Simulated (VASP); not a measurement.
Input of a VASP 6.6.1 run:

File INCAR:

```
SYSTEM = Hf2TaN2
PREC = Accurate ; ENCUT = 520
EDIFF = 1E-7 ; ISMEAR = 0
SIGMA = 0.1 ; LREAL = .False.
LASPH = .True. ; NELM = 100
ALGO = Normal ; ISIF = 2
LWAVE = .False. ; LCHARG = .True.
GGA = PE ; LELF = .True.
LVHAR = .True. ; NBANDS = 28
```

The input KPOINTS:

```
Automatic mesh
0
Gamma
  6 6 4
  0 0 0
```

Contents of POSCAR:

```
Hf2TaN2
1.0
    4.6364619790     -0.0000000029      0.0000000000
   -2.3182309870      4.0152938590      0.0000000000
    0.0000000000      0.0000000000      4.0910356365
Hf Ta N
2 1 2
Direct
    0.3333333333      0.6666666667      0.5000000000
    0.6666666667      0.3333333333      0.5000000000
    0.0000000000      0.0000000000      0.0000000000
    0.3333333333      0.6666666667      0.0000000000
    0.6666666667      0.3333333333      0.0000000000
```

Potentials or basis: VASP PAW PBE potentials, release 64 (Hf_pv, Ta_pv, N).

Launch:

```bash
$ cat potpaw_PBE.64/Hf_pv/POTCAR potpaw_PBE.64/Ta_pv/POTCAR potpaw_PBE.64/N/POTCAR > POTCAR
$ mpirun -np 1 vasp_std > vasp.out
```

(1) Predict the pressure.

Results:

(1) -0.2 GPa.

Caveat: the k points lie up to 0.38 Å⁻¹ apart.
